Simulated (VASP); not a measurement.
# ZrC (Fm-3m) in VASP: further runs, part 2 of 2

VASP 6.6.1.

## 6. Relaxation of cell and atoms, LDA

This run uses another cell than the first one, of 12.98 Å³/atom, 1.039 times its volume.

Contents of INCAR:

```
SYSTEM = ZrC
  PREC = Accurate
  ENCUT = 600
  EDIFF = 1E-7
  ISMEAR = 0
  SIGMA = 0.1
  LREAL = .FALSE.
  LASPH = .TRUE.
  NELM = 120
  ALGO = Normal
  ISIF = 3
  LWAVE = .FALSE.
  LCHARG = .FALSE.
  IBRION = 2
  NSW = 100
  EDIFFG = -0.05
  GGA_COMPAT = .FALSE.
  NELMIN = 4
```

Contents of KPOINTS:

```
regular mesh
0
G
  8 8 8
  0 0 0
```

Contents of POSCAR:

```
ZrC
1.0
    0.0000000000      2.3502100000      2.3502100000
    2.3502100000      0.0000000000      2.3502100000
    2.3502100000      2.3502100000      0.0000000000
Zr C
1 1
Direct
    0.5000000000      0.5000000000      0.5000000000
    0.0000000000      0.0000000000      0.0000000000
```

Potentials or basis: VASP PAW LDA potentials, release 64 (Zr_sv, C).

Command:

```console
cat potpaw_LDA.64/Zr_sv/POTCAR potpaw_LDA.64/C/POTCAR > POTCAR
mpirun -np 1 vasp_std > vasp.out
```

OUTCAR:

```text
SYSTEM = ZrC
   PREC = Accurate
   ENCUT = 600
   EDIFF = 1E-7
   ISMEAR = 0
   LREAL = .FALSE.
   LASPH = .TRUE.
   NELM = 120
   ISIF = 3
   IBRION = 2
   NSW = 100
   EDIFFG = -0.05
   NELMIN = 4

 ion  position               nearest neighbor table
   1  0.500  0.500  0.500-   2 2.35   2 2.35   2 2.35   2 2.35   2 2.35   2 2.35
   2  0.000  0.000  0.000-   1 2.35   1 2.35   1 2.35   1 2.35   1 2.35   1 2.35

  LATTYP: Found a face centered cubic cell.
 ALAT       =     4.7004200000

  Lattice vectors:

 A1 = (   0.0000000000,   2.3502100000,   2.3502100000)
 A2 = (   2.3502100000,   0.0000000000,   2.3502100000)
 A3 = (   2.3502100000,   2.3502100000,   0.0000000000)

Analysis of symmetry for initial positions (statically):
=====================================================================
 Subroutine PRICEL returns:
 Original cell was already a primitive cell.

 Routine SETGRP: Setting up the symmetry group for a
 face centered cubic supercell.

 Subroutine GETGRP returns: Found 48 space group operations
 (whereof 48 operations were pure point group operations)
 out of a pool of 48 trial point group operations.

The static configuration has the point symmetry O_h .

Analysis of symmetry for dynamics (positions and initial velocities):
=====================================================================
 Subroutine PRICEL returns:
 Original cell was already a primitive cell.

 Routine SETGRP: Setting up the symmetry group for a
 face centered cubic supercell.

 Subroutine GETGRP returns: Found 48 space group operations
 (whereof 48 operations were pure point group operations)
 out of a pool of 48 trial point group operations.

The dynamic configuration has the point symmetry O_h .

 Subroutine INISYM returns: Found 48 space group operations
 (whereof 48 operations are pure point group operations),
 and found     1 'primitive' translations

----------------------------------------------------------------------------------------

                                     Primitive cell

  volume of cell :      25.9627

  direct lattice vectors                    reciprocal lattice vectors
     0.000000000  2.350210000  2.350210000    -0.212746946  0.212746946  0.212746946
     2.350210000  0.000000000  2.350210000     0.212746946 -0.212746946  0.212746946
     2.350210000  2.350210000  0.000000000     0.212746946  0.212746946 -0.212746946

  length of vectors
     3.323698856  3.323698856  3.323698856     0.368488520  0.368488520  0.368488520

  position of ions in fractional coordinates (direct lattice)
     0.500000000  0.500000000  0.500000000
     0.000000000  0.000000000  0.000000000

  ion indices of the primitive-cell ions
   primitive index   ion index
                 1           1
                 2           2

----------------------------------------------------------------------------------------

 KPOINTS: regular mesh

Automatic generation of k-mesh.
 Grid dimensions read from file:
 generate k-points for:    8    8    8

 Generating k-lattice:

  Cartesian coordinates                     Fractional coordinates (reciprocal lattice)
    -0.026593368  0.026593368  0.026593368     0.125000000  0.000000000  0.000000000
     0.026593368 -0.026593368  0.026593368     0.000000000  0.125000000  0.000000000
[... 44 lines left out ...]
   dimension x,y,z NGXF=    56 NGYF=   56 NGZF=   56
   ions per type =               1   1
   NGX,Y,Z   is equivalent  to a cutoff of  14.01, 14.01, 14.01 a.u.
   NGXF,Y,Z  is equivalent  to a cutoff of  28.01, 28.01, 28.01 a.u.
 SYSTEM =  ZrC
   PREC   = accura    normal or accurate (medium, high low for compatibility)
   ISTART =      0    job   : 0-new  1-cont  2-samecut
   ICHARG =      2    charge: 1-file 2-atom 10-const
   ISPIN  =      1    spin polarized calculation?
   LNONCOLLINEAR =      F non collinear calculations
   LSORBIT =      F    spin-orbit coupling
   LASPH  =      T    aspherical Exc in radial PAW
   ENCUT  =  600.0 eV  44.10 Ry    6.64 a.u.   6.64  6.64  6.64*2*pi/ulx,y,z
   NELM   =    120;   NELMIN=  4; NELMDL= -5     # of ELM steps
   EDIFF  = 0.1E-06   stopping-criterion for ELM
   LREAL  =      F    real-space projection
   EDIFFG = -.5E-01   stopping-criterion for IOM
   NSW    =    100    number of steps for IOM
   IBRION =      2    ionic relax: 0-MD 1-quasi-New 2-CG
   NFREE  =      1    steps in history (QN), initial steepest desc. (CG)
   ISIF   =      3    stress and relaxation
   ISYM   =      2    0-nonsym 1-usesym 2-fastsym
   POTIM  = 0.5000    time-step for ionic-motion
   TEBEG  =    0.0;   TEEND  =   0.0 temperature during run
   PSTRESS=    0.0 pullay stress
   NELECT =      16.0000    total number of electrons
   NUPDOWN=      -1.0000    fix difference up-down
   EMIN   =  10.00;   EMAX   =-10.00  energy-range for DOS
   EFERMI =   0.00;   METHOD = LEGACY
   ISMEAR =     0;   SIGMA  =   0.10  broadening in eV -4-tet -1-fermi 0-gaus
   EFERMI_NEDOS =   21; number of points for ismear=-14 and -15
   IALGO  =     38    algorithm
   IMIX   =      4    mixing-type and parameters
     AMIX     =   0.40;   BMIX     =  1.00
     AMIX_MAG =   1.60;   BMIX_MAG =  1.00
  volume/ion in A,a.u.               =      12.98        87.60
  Fermi-wavevector in a.u.,A,eV,Ry     =   1.393151  2.632673 26.407131  1.940869
  Thomas-Fermi vector in A             =   2.516825
   LORBIT       =      0    0 simple, 1 ext, 2 COOP (PROOUT), +10 PAW based schemes
   GGA     = CA    functional components
   LHFCALC =     F    Hartree Fock is set to
   AEXX    =    0.0000 exact exchange contribution
   IVDW    =     0    specifies the selected vdW correction
   LEPSILON=     F    determine dielectric tensor
   LRPA    =     F    only Hartree local field effects (RPA)
 conjugate gradient relaxation of ions
 non-spin polarized calculation
 Gauss-broadening in eV      SIGMA  =   0.10
  energy-cutoff  :      600.00
  volume of cell :       25.96
 maximum number of plane-waves:       893
   NGX = 13   NGY = 13   NGZ = 13

--------------------------------------- Ionic step        1  -------------------------------------------

 number of electron      16.0000000 magnetization

 Free energy of the ion-electron system (eV)
  ---------------------------------------------------
  ext. energy  EPLUGINS =         0.00000000
  ---------------------------------------------------
  free energy    TOTEN  =       -21.25444351 eV

  energy without entropy =      -21.25242453  energy(sigma->0) =      -21.25343402

------------------------ aborting loop because EDIFF is reached ----------------------------------------

  FORCE on cell =-STRESS in cart. coord.  units (eV):
  Direction    XX          YY          ZZ          XY          YZ          ZX
  --------------------------------------------------------------------------------------
  -------------------------------------------------------------------------------------
  Total       -1.3238344     -1.3238344     -1.3238344      0.0000000      0.0000000      0.0000000
  in kB      -81.6947669    -81.6947669    -81.6947669      0.0000000      0.0000000      0.0000000
  external PRESSURE =     -81.6947669 kB  Pullay stress =       0.0000000 kB
[... 23 lines left out ...]
--------------------------------------- Ionic step        2  -------------------------------------------

 number of electron      16.0000000 magnetization

 E-fermi :  10.5810     XC(G=0): -12.8383

 val. band max:       10.5514877478   @ k =   0.3750   0.3750   0.0000
 cond. band min:      10.8191883964   @ k =   0.5000   0.5000   0.0000
 fundamental gap:      0.2677006486
 Fermi energy:        10.5809676083

 k-point     1 :       0.0000    0.0000    0.0000
  band No.  band energies     occupation
      1     -36.8325      2.00000
      2     -14.6072      2.00000
      3     -14.6072      2.00000
      4     -14.6072      2.00000
      5      -0.8505      2.00000
      6      11.5867      0.00000
      7      11.5867      0.00000
      8      11.5867      0.00000
      9      11.6790      0.00000
     10      11.6790      0.00000
     11      11.6790      0.00000
     12      13.6996      0.00000
[... 380 lines left out ...]
--------------------------------------- Ionic step        3  -------------------------------------------

 number of electron      16.0000000 magnetization

 Free energy of the ion-electron system (eV)
  ---------------------------------------------------
  ext. energy  EPLUGINS =         0.00000000
  ---------------------------------------------------
  free energy    TOTEN  =       -21.27832552 eV

  energy without entropy =      -21.27623546  energy(sigma->0) =      -21.27728049

 E-fermi :   9.8067     XC(G=0): -12.5291

 val. band max:        9.7756771004   @ k =   0.1250   0.1250   0.0000
 cond. band min:       9.9753672197   @ k =   0.5000   0.5000   0.0000
 fundamental gap:      0.1996901193
 Fermi energy:         9.8066807967

 k-point     1 :       0.0000    0.0000    0.0000
  band No.  band energies     occupation
      1     -37.8161      2.00000
      2     -15.6500      2.00000
      3     -15.6500      2.00000
      4     -15.6500      2.00000
      5      -1.4124      2.00000
      6      10.8107      0.00000
      7      10.8107      0.00000
      8      10.8107      0.00000
      9      10.9043      0.00000
     10      10.9043      0.00000
     11      10.9043      0.00000
     12      12.7554      0.00000
[... 374 lines left out ...]
  FREE ENERGIE OF THE ION-ELECTRON SYSTEM (eV)
  ---------------------------------------------------
  free  energy   TOTEN  =       -21.2783255202 eV

  energy  without entropy=      -21.2762354570  energy(sigma->0) =      -21.27728049

 reached required accuracy - stopping structural energy minimisation
```

OSZICAR:

```text
N       E                     dE             d eps       ncg     rms          rms(c)
DAV:   1     0.110347909504E+03    0.11035E+03   -0.95957E+03   696   0.149E+03
DAV:   2    -0.167334201062E+02   -0.12708E+03   -0.11976E+03   784   0.358E+02
DAV:   3    -0.245328951407E+02   -0.77995E+01   -0.75376E+01  1256   0.747E+01
[... 29 lines left out ...]
DAV:   6    -0.212782933286E+02   -0.39123E-03   -0.88389E-04  1068   0.254E-01    0.650E-02
DAV:   7    -0.212783192699E+02   -0.25941E-04   -0.28690E-05   836   0.691E-02    0.329E-02
DAV:   8    -0.212783256777E+02   -0.64078E-05   -0.18588E-05   860   0.509E-02    0.590E-03
DAV:   9    -0.212783254970E+02    0.18065E-06   -0.72592E-07   836   0.968E-03    0.939E-04
DAV:  10    -0.212783255202E+02   -0.23176E-07   -0.53760E-08   432   0.178E-03
   3 F= -.21278326E+02 E0= -.21277280E+02  d E =-.238820E-01
```

Wall time 57 s (1 thread of AMD EPYC 7R13, shared host); peak memory 0.13 GiB.

Results:

- Free energy: -21.2783 eV
- Relaxed volume: 12.54 Å³/atom
- Relaxed cell: a = 3.285 Å, b = 3.285 Å, c = 3.285 Å, α = 60.00°, β = 60.00°, γ = 60.00°
- Space group after relaxing (to 0.05 Å): Fm-3m (No. 225)
- Energy gained by relaxing: 11.9 meV/atom
- Ionic steps: 3
- Pressure after relaxing: -0.2 GPa
- Band gap on the k mesh: zero (band 8 reaches 10.81 eV, above the bottom of band 9 at 9.48 eV)

Step by step:
```csv
step,energy change (eV),largest force (eV/Å),pressure (GPa),volume (Å³)
1,0.0000,0.0000,-8.17,25.96
2,0.0525,0.0000,17.19,23.55
3,-0.0239,0.0000,-0.16,25.07
```

Final structure:
```
CELL_PARAMETERS angstrom
0.00000 2.32296 2.32296
2.32296 0.00000 2.32296
2.32296 2.32296 0.00000
ATOMIC_POSITIONS crystal
Zr 0.50000 0.50000 0.50000
C 0.00000 0.00000 0.00000
```

LDA usually gives volumes a few per cent too small. Zero-point motion and thermal expansion aren't in these numbers.

## 7. The runs side by side

| task | cell | k mesh | cutoff (eV) | smearing | gap on the mesh (eV) | pressure (GPa) |
| --- | --- | --- | --- | --- | --- | --- |
| single point | a = 3.282 Å, angles 60.0°, 2 atoms | 16 × 16 × 16 | 520 | gaussian 0.1 eV | none | 0.6 |
| single point | a = 3.282 Å, angles 60.0°, 2 atoms | 16 × 16 × 16 | 520 | gaussian 0.15 eV | none | 0.7 |
| relaxation of cell and atoms | relaxed from a = 3.284 Å, angles 60.0°, 2 atoms | 16 × 16 × 16 | 600 | gaussian 0.1 eV | none | 0.0 |
| single point | a = 3.284 Å, angles 60.0°, 2 atoms | 8 × 8 × 8 | 600 | gaussian 0.1 eV | none | 0.0 |
| relaxation of cell and atoms | relaxed from a = 3.324 Å, angles 60.0°, 2 atoms | 8 × 8 × 8 | 600 | gaussian 0.1 eV | none | -0.2 |

Alike in all rows: level LDA; potentials or basis VASP PAW LDA potentials, release 64 (Zr_sv, C); no spin polarisation.

Every run on the cell as given and a fine mesh finds a metal.

Caveats: the relaxation stopped at its first step, so nothing moved (some runs).

Absolute energies hang on the potentials; compare differences alone.
